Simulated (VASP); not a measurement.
# Sn2PbO2 (P3m1) in VASP: further runs, part 2 of 3

VASP 6.6.1. Earlier steps stand in the parts before.

**3. Single point, PBE**

This run uses another cell than the first one, of 23.30 Å³/atom.

INCAR

```
SYSTEM = Sn2PbO2
  PREC = Accurate
  ENCUT = 520
  EDIFF = 1E-6
  ISMEAR = 0
  SIGMA = 0.1
  LREAL = .False.
  LASPH = .True.
  NELM = 60
  ALGO = Normal
  ISIF = 2
  LWAVE = .False.
  LCHARG = .False.
  GGA = PE
  NBANDS = 35
```

KPOINTS

```
Automatic mesh
0
Gamma
  6 6 2
  0 0 0
```

POSCAR

```
Sn2PbO2
1.0
    4.2284861800      0.0000000000      0.0000000000
   -2.1142430900      3.6619764500      0.0000000000
    0.0000000000      0.0000000000      7.5221836800
Sn Pb O
2 1 2
Direct
    0.0000000000      0.0000000000      0.5860729300
    0.6666666700      0.3333333300      0.4174593700
    0.0000000000      0.0000000000      0.0185268400
    0.0000000000      0.0000000000      0.2645809000
    0.6666666700      0.3333333300      0.6509664200
```

Potentials or basis: VASP PAW PBE potentials, release 64 (Sn_d, Pb_d, O).

Launch:

```bash
$ cat potpaw_PBE.64/Sn_d/POTCAR potpaw_PBE.64/Pb_d/POTCAR potpaw_PBE.64/O/POTCAR > POTCAR
$ mpirun -np 1 vasp_std > vasp.out
```

OUTCAR:

```text
SYSTEM = Sn2PbO2
   PREC = Accurate
   ENCUT = 520
   EDIFF = 1E-6
   ISMEAR = 0
   LREAL = .False.
   LASPH = .True.
   NELM = 60
   ISIF = 2
   GGA = PE

 ion  position               nearest neighbor table
   1  0.000  0.000  0.586-   4 2.42   5 2.49   5 2.49   5 2.49   2 2.75   2 2.75   2 2.75   3 3.25

   2  0.667  0.333  0.417-   5 1.76   4 2.70   4 2.70   4 2.70   1 2.75   1 2.75   1 2.75   3 3.87
                             3 3.87   3 3.87
   3  0.000  0.000  0.019-   4 1.85   1 3.25   2 3.87   2 3.87   2 3.87
   4  0.000  0.000  0.265-   3 1.85   1 2.42   2 2.70   2 2.70   2 2.70
   5  0.667  0.333  0.651-   2 1.76   1 2.49   1 2.49   1 2.49

  LATTYP: Found a hexagonal cell.
 ALAT       =     4.2284861800
 C/A-ratio  =     1.7789306527

  Lattice vectors:

 A1 = (   4.2284861800,   0.0000000000,   0.0000000000)
 A2 = (  -2.1142430900,   3.6619764500,   0.0000000000)
 A3 = (   0.0000000000,   0.0000000000,   7.5221836800)

Analysis of symmetry for initial positions (statically):
=====================================================================
 Subroutine PRICEL returns:
 Original cell was already a primitive cell.

 Routine SETGRP: Setting up the symmetry group for a
 hexagonal supercell.

 Subroutine GETGRP returns: Found  6 space group operations
 (whereof  6 operations were pure point group operations)
 out of a pool of 24 trial point group operations.

The static configuration has the point symmetry C_3v.

Analysis of symmetry for dynamics (positions and initial velocities):
=====================================================================
 Subroutine PRICEL returns:
 Original cell was already a primitive cell.

 Routine SETGRP: Setting up the symmetry group for a
 hexagonal supercell.

 Subroutine GETGRP returns: Found  6 space group operations
 (whereof  6 operations were pure point group operations)
 out of a pool of 24 trial point group operations.

The dynamic configuration has the point symmetry C_3v.

 Subroutine INISYM returns: Found  6 space group operations
 (whereof  6 operations are pure point group operations),
 and found     1 'primitive' translations

----------------------------------------------------------------------------------------

                                     Primitive cell

  volume of cell :     116.4781

  direct lattice vectors                    reciprocal lattice vectors
     4.228486180  0.000000000  0.000000000     0.236491254  0.136538289  0.000000000
    -2.114243090  3.661976450  0.000000000     0.000000000  0.273076579  0.000000000
     0.000000000  0.000000000  7.522183680     0.000000000  0.000000000  0.132940120

  length of vectors
     4.228486180  4.228486179  7.522183680     0.273076579  0.273076579  0.132940120

  position of ions in fractional coordinates (direct lattice)
     0.000000000  0.000000000  0.586072930
     0.666666670  0.333333330  0.417459370
     0.000000000  0.000000000  0.018526840
     0.000000000  0.000000000  0.264580900
     0.666666670  0.333333330  0.650966420

  ion indices of the primitive-cell ions
   primitive index   ion index
                 1           1
                 2           2
                 3           3
[... 33 lines left out ...]
  0.333333  0.000000  0.000000      6.000000
  0.500000  0.000000  0.000000      3.000000
  0.166667  0.166667  0.000000      6.000000
  0.333333  0.166667  0.000000     12.000000
  0.333333  0.333333  0.000000      2.000000
  0.000000  0.000000  0.500000      1.000000
  0.166667  0.000000  0.500000      6.000000
  0.333333  0.000000  0.500000      6.000000
  0.500000  0.000000  0.500000      3.000000
  0.166667  0.166667  0.500000      6.000000
  0.333333  0.166667  0.500000     12.000000
  0.333333  0.333333  0.500000      2.000000
   k-points           NKPTS =     14   k-points in BZ     NKDIM =     14   number of bands    NBANDS=     35
   number of dos      NEDOS =    301   number of ions     NIONS =      5
   total plane-waves  NPLWV =  57344
   dimension x,y,z NGX =    32 NGY =   32 NGZ =   56
   dimension x,y,z NGXF=    64 NGYF=   64 NGZF=  112
   ions per type =               2   1   2
   NGX,Y,Z   is equivalent  to a cutoff of  12.58, 12.58, 12.38 a.u.
   NGXF,Y,Z  is equivalent  to a cutoff of  25.16, 25.16, 24.75 a.u.
 SYSTEM =  Sn2PbO2
   PREC   = accura    normal or accurate (medium, high low for compatibility)
   ISTART =      0    job   : 0-new  1-cont  2-samecut
   ICHARG =      2    charge: 1-file 2-atom 10-const
   ISPIN  =      1    spin polarized calculation?
   LNONCOLLINEAR =      F non collinear calculations
   LSORBIT =      F    spin-orbit coupling
   LASPH  =      T    aspherical Exc in radial PAW
   ENCUT  =  520.0 eV  38.22 Ry    6.18 a.u.   7.86  7.86 13.99*2*pi/ulx,y,z
   NELM   =     60;   NELMIN=  2; NELMDL= -5     # of ELM steps
   EDIFF  = 0.1E-05   stopping-criterion for ELM
   LREAL  =      F    real-space projection
   EDIFFG = 0.1E-04   stopping-criterion for IOM
   NSW    =      0    number of steps for IOM
   IBRION =     -1    ionic relax: 0-MD 1-quasi-New 2-CG
   NFREE  =      0    steps in history (QN), initial steepest desc. (CG)
   ISIF   =      2    stress and relaxation
   ISYM   =      2    0-nonsym 1-usesym 2-fastsym
   POTIM  = 0.5000    time-step for ionic-motion
   TEBEG  =    0.0;   TEEND  =   0.0 temperature during run
   PSTRESS=    0.0 pullay stress
   NELECT =      54.0000    total number of electrons
   NUPDOWN=      -1.0000    fix difference up-down
   EMIN   =  10.00;   EMAX   =-10.00  energy-range for DOS
   EFERMI =   0.00;   METHOD = LEGACY
   ISMEAR =     0;   SIGMA  =   0.10  broadening in eV -4-tet -1-fermi 0-gaus
   EFERMI_NEDOS =   21; number of points for ismear=-14 and -15
   IALGO  =     38    algorithm
   IMIX   =      4    mixing-type and parameters
     AMIX     =   0.40;   BMIX     =  1.00
     AMIX_MAG =   1.60;   BMIX_MAG =  1.00
  volume/ion in A,a.u.               =      23.30       157.21
  Fermi-wavevector in a.u.,A,eV,Ry     =   1.267043  2.394364 21.842758  1.605397
  Thomas-Fermi vector in A             =   2.400212
   LORBIT       =      0    0 simple, 1 ext, 2 COOP (PROOUT), +10 PAW based schemes
   GGA     = PE    functional components
   LHFCALC =     F    Hartree Fock is set to
   AEXX    =    0.0000 exact exchange contribution
   IVDW    =     0    specifies the selected vdW correction
   LEPSILON=     F    determine dielectric tensor
   LRPA    =     F    only Hartree local field effects (RPA)
 non-spin polarized calculation
 Gauss-broadening in eV      SIGMA  =   0.10
  energy-cutoff  :      520.00
  volume of cell :      116.48
 maximum number of plane-waves:      3162
 NGX is ok and might be reduce to    32
   NGX = 15   NGY = 15   NGZ = 27

 number of electron      54.0000002 magnetization

 Free energy of the ion-electron system (eV)
  ---------------------------------------------------
  ext. energy  EPLUGINS =         0.00000000
  ---------------------------------------------------
  free energy    TOTEN  =       -18.92071473 eV

  energy without entropy =      -18.91212955  energy(sigma->0) =      -18.91642214

 E-fermi :   5.7512     XC(G=0):  -9.3132

 val. band max:        5.6463458117   @ k =   0.5000   0.0000   0.5000
 cond. band min:       5.8047676802   @ k =   0.1667   0.1667   0.5000
 fundamental gap:      0.1584218685
 Fermi energy:         5.7511716744

 k-point     1 :       0.0000    0.0000    0.0000
  band No.  band energies     occupation
      1     -17.2786      2.00000
      2     -16.6026      2.00000
      3     -16.6026      2.00000
      4     -16.4444      2.00000
      5     -16.4444      2.00000
      6     -16.3181      2.00000
[... 521 lines left out ...]
     34      11.8245      0.00000
     35      12.5278      0.00000

------------------------ aborting loop because EDIFF is reached ----------------------------------------

  FORCE on cell =-STRESS in cart. coord.  units (eV):
  Direction    XX          YY          ZZ          XY          YZ          ZX
  --------------------------------------------------------------------------------------
  -------------------------------------------------------------------------------------
  Total        7.4597020      7.4597020     35.7361828      0.0000000     -0.0000000     -0.0000000
  in kB      102.6095221    102.6095220    491.5575221      0.0000000     -0.0000000     -0.0000000
  external PRESSURE =     232.2588554 kB  Pullay stress =       0.0000000 kB

 VOLUME and BASIS-vectors are now :
 -----------------------------------------------------------------------------
  energy-cutoff  :      520.00
  volume of cell :      116.48
      direct lattice vectors                 reciprocal lattice vectors
     4.228486180  0.000000000  0.000000000     0.236491254  0.136538289  0.000000000
    -2.114243090  3.661976450  0.000000000     0.000000000  0.273076579  0.000000000
     0.000000000  0.000000000  7.522183680     0.000000000  0.000000000  0.132940120

 POSITION                                       TOTAL-FORCE (eV/Angst)
 -----------------------------------------------------------------------------------
      0.00000      0.00000      4.40855        -0.000000      0.000000      2.857019
      2.11424      1.22066      3.14021         0.000000     -0.000000    -11.709185
      0.00000      0.00000      0.13936        -0.000000      0.000000     -6.538502
      0.00000      0.00000      1.99023        -0.000000      0.000000      5.865167
      2.11424      1.22066      4.89669        -0.000000     -0.000000      9.525501
 -----------------------------------------------------------------------------------
    total drift:                               -0.000040      0.000023     -0.001119

  FREE ENERGIE OF THE ION-ELECTRON SYSTEM (eV)
  ---------------------------------------------------
  free  energy   TOTEN  =       -18.9207147252 eV

  energy  without entropy=      -18.9121295547  energy(sigma->0) =      -18.91642214
```

OSZICAR:

```text
N       E                     dE             d eps       ncg     rms          rms(c)
DAV:   1     0.655208023002E+03    0.65521E+03   -0.26565E+04   996   0.214E+03
DAV:   2     0.897356139568E+02   -0.56547E+03   -0.54757E+03  1004   0.567E+02
DAV:   3    -0.172887593040E+02   -0.10702E+03   -0.10511E+03  1206   0.226E+02
DAV:   4    -0.243137529890E+02   -0.70250E+01   -0.69500E+01  1128   0.615E+01
DAV:   5    -0.245623739685E+02   -0.24862E+00   -0.24840E+00  1208   0.126E+01    0.143E+01
DAV:   6    -0.193256184154E+02    0.52368E+01   -0.29180E+01  1588   0.532E+01    0.756E+00
DAV:   7    -0.189734407332E+02    0.35218E+00   -0.57011E+00  1234   0.151E+01    0.297E+00
DAV:   8    -0.189405729988E+02    0.32868E-01   -0.77378E-01  1244   0.557E+00    0.107E+00
DAV:   9    -0.189202037566E+02    0.20369E-01   -0.97656E-02  1423   0.276E+00    0.382E-01
DAV:  10    -0.189201886864E+02    0.15070E-04   -0.25429E-02  1172   0.107E+00    0.202E-01
DAV:  11    -0.189204219981E+02   -0.23331E-03   -0.51262E-03  1492   0.533E-01    0.990E-02
DAV:  12    -0.189207544557E+02   -0.33246E-03   -0.88736E-04  1114   0.246E-01    0.741E-02
DAV:  13    -0.189207000045E+02    0.54451E-04   -0.46067E-04  1509   0.236E-01    0.199E-02
DAV:  14    -0.189207100817E+02   -0.10077E-04   -0.74340E-05  1042   0.559E-02    0.670E-03
DAV:  15    -0.189207146695E+02   -0.45878E-05   -0.11211E-05  1084   0.259E-02    0.409E-03
DAV:  16    -0.189207147252E+02   -0.55745E-07   -0.10436E-06   814   0.100E-02
   1 F= -.18920715E+02 E0= -.18916422E+02  d E =-.858517E-02
```

It took 68 s on 1 thread of Intel Xeon Platinum 8488C (Sapphire Rapids), shared host; peak memory 0.24 GiB.

Results:

- Free energy: -18.9207 eV
- Pressure: 23.2 GPa
- Largest force: 11.709 eV/Å
- Band gap on the k mesh: zero (bands 27 and 28 overlap by 2.30 eV)

Forces in eV/Å, atoms in the order of the input:
```
Sn    0.000   0.000   2.857
Sn    0.000   0.000 -11.709
Pb    0.000   0.000  -6.539
O     0.000   0.000   5.865
O     0.000   0.000   9.526
```

Stress tensor (GPa, compression positive):
```
10.26  0.00  0.00
 0.00 10.26  0.00
 0.00  0.00 49.16
```

Levels at points of the mesh, in eV from the Fermi level:
```csv
k point,band 25,band 26,band 27,band 28,band 29,band 30
"(0.00, 0.00, 0.00)",-3.07,-2.19,1.77,1.77,2.00,2.86
"(0.50, 0.00, 0.00)",-1.79,-1.35,-1.14,-0.53,1.27,1.59
"(0.00, 0.00, 0.50)",-3.85,-2.41,1.61,1.61,2.09,2.96
"(0.50, 0.00, 0.50)",-2.91,-1.46,-0.64,-0.10,1.30,2.57
```

Caveat: the k points lie up to 0.42 Å⁻¹ apart, too coarse for converged energies and pressures of a metal; spin-orbit coupling is left out, which moves the levels of the heavy elements; forces of over 1 eV/Å act on the atoms, so gaps and moduli don't describe the material at rest.

**4. Relaxation of cell and atoms, PBE**

This run uses another cell than the first one, of 23.30 Å³/atom.

INCAR

```
PREC = Accurate
ENCUT = 600
EDIFF = 1E-6
ISMEAR = 0
SIGMA = 0.1
LREAL = False
LASPH = True
NELM = 60
ALGO = Normal
ISIF = 3
LWAVE = False
LCHARG = False
GGA = PE
IBRION = 2
NSW = 90
EDIFFG = -0.04
```

KPOINTS

```
regular mesh
0
Gamma
  6 6 2
```

POSCAR is that of step 3.

Launch:

```bash
$ cat potpaw_PBE.64/Sn_d/POTCAR potpaw_PBE.64/Pb_d/POTCAR potpaw_PBE.64/O/POTCAR > POTCAR
$ mpirun -np 1 vasp_std > vasp.out
```

It took 44 min on 1 thread of Intel Xeon Platinum 8488C (Sapphire Rapids), shared host; peak memory 0.32 GiB.

It converged, with:

| Quantity | Value |
| --- | --- |
| Free energy | -25.2702 eV |
| Relaxed volume | 22.80 Å³/atom |
| Relaxed cell | a = 3.766 Å, b = 3.766 Å, c = 9.283 Å, α = 90.00°, β = 90.00°, γ = 120.00° |
| Space group after relaxing (to 0.1 Å) | P3m1 (No. 156) |
| Energy gained by relaxing | 1268.8 meV/atom |
| Ionic steps | 67 |
| Pressure after relaxing | 0.0 GPa |
| Largest force after relaxing | 0.040 eV/Å |
| Band gap on the k mesh | zero (bands 27 and 28 overlap by 1.11 eV) |

Forces in eV/Å, atoms in the order of the input:
```
Sn   0.000  0.000  0.030
Sn   0.000  0.000 -0.023
Pb   0.000  0.000 -0.040
O    0.000  0.000  0.013
O    0.000  0.000  0.021
```

Step by step:
| step | energy change (eV) | largest force (eV/Å) | pressure (GPa) | volume (Å³) |
| --- | --- | --- | --- | --- |
| 1 | 0.0000 | 11.7072 | 23.21 | 116.48 |
| 3 | -1.7434 | 1.1226 | -10.02 | 168.79 |
| 5 | -3.2371 | 1.7169 | -4.61 | 137.72 |
| 7 | -3.3031 | 1.8424 | -2.88 | 133.73 |
| 9 | -3.6749 | 1.7522 | -1.41 | 127.36 |
| 11 | -4.4397 | 0.5549 | 7.36 | 107.69 |
| 13 | -4.6766 | 0.4024 | 4.02 | 112.53 |
| 15 | -5.1300 | 0.5817 | -1.21 | 125.36 |
| 17 | -5.1394 | 0.4133 | -1.65 | 126.34 |
| 19 | -5.1880 | 0.6411 | -0.20 | 122.68 |
| 21 | -5.3339 | 0.8515 | 0.17 | 117.03 |
| 23 | -5.3625 | 1.0112 | 0.30 | 114.75 |
| 25 | -5.3797 | 1.1942 | 0.26 | 113.01 |
| 27 | -5.4190 | 1.3780 | 0.08 | 108.86 |
| 29 | -5.4733 | 1.0945 | 0.23 | 109.85 |
| 31 | -5.6728 | 0.9140 | 2.02 | 107.31 |
| 33 | -5.7718 | 0.6608 | -1.53 | 111.55 |
| 35 | -5.8790 | 0.7647 | 1.85 | 106.38 |
| 37 | -5.9141 | 0.6301 | -0.07 | 108.23 |
| 39 | -5.9518 | 0.6788 | -0.39 | 108.45 |
| 41 | -6.0775 | 1.3952 | 3.09 | 108.22 |
| 43 | -6.1454 | 0.4194 | 0.63 | 108.34 |
| 45 | -6.1576 | 0.3941 | 1.13 | 108.31 |
| 47 | -6.1777 | 0.6422 | 1.03 | 109.79 |
| 49 | -6.2686 | 0.7734 | -2.79 | 119.54 |
| 51 | -6.3067 | 0.2342 | -1.93 | 120.53 |
| 53 | -6.3331 | 0.1543 | -0.38 | 117.14 |
| 55 | -6.3357 | 0.1961 | -0.01 | 116.21 |
| 57 | -6.3374 | 0.1718 | 0.09 | 114.41 |
| 59 | -6.3401 | 0.0883 | -0.03 | 115.19 |
| 61 | -6.3412 | 0.0688 | -0.19 | 115.16 |
| 63 | -6.3417 | 0.1610 | 0.30 | 114.10 |
| 65 | -6.3427 | 0.1091 | 0.11 | 114.44 |
| 67 | -6.3440 | 0.0398 | -0.03 | 113.99 |

Final structure:
```
Sn Pb O
1.0
     3.76553    0.00000    0.00000
    -1.88276    3.26104    0.00000
     0.00000    0.00000    9.28270
Sn Pb O
2 1 2
Cartesian
  0.0000 0.0000 5.9915
  1.8828 1.0870 3.0676
  0.0000 0.0000 9.0760
  0.0000 0.0000 3.7945
  1.8828 1.0870 5.3393
```

Levels at points of the mesh, in eV from the Fermi level:
```tsv
k point	band 24	band 25	band 26	band 27	band 28	band 29	band 30	band 31
(0.00, 0.00, 0.00)	-4.27	-4.27	-3.41	0.07	2.29	3.61	3.61	4.34
(0.50, 0.00, 0.00)	-4.61	-3.23	-2.46	-1.67	-0.53	1.22	1.64	2.40
(0.00, 0.00, 0.50)	-4.27	-4.27	-2.06	-0.96	2.32	3.49	3.49	4.64
(0.50, 0.00, 0.50)	-4.61	-3.07	-2.46	-2.02	0.43	0.66	1.91	2.35
```

Caveat: the k points lie up to 0.34 Å⁻¹ apart in the final cell, too coarse for converged energies and pressures of a metal; a cell axis changed by over 15 % at a fixed basis, so the end point is rough; spin-orbit coupling is left out, which moves the levels of the heavy elements.

[end of part 2 of 3]

The gap in the log of VASP goes by the Fermi energy; the results here count the filled bands.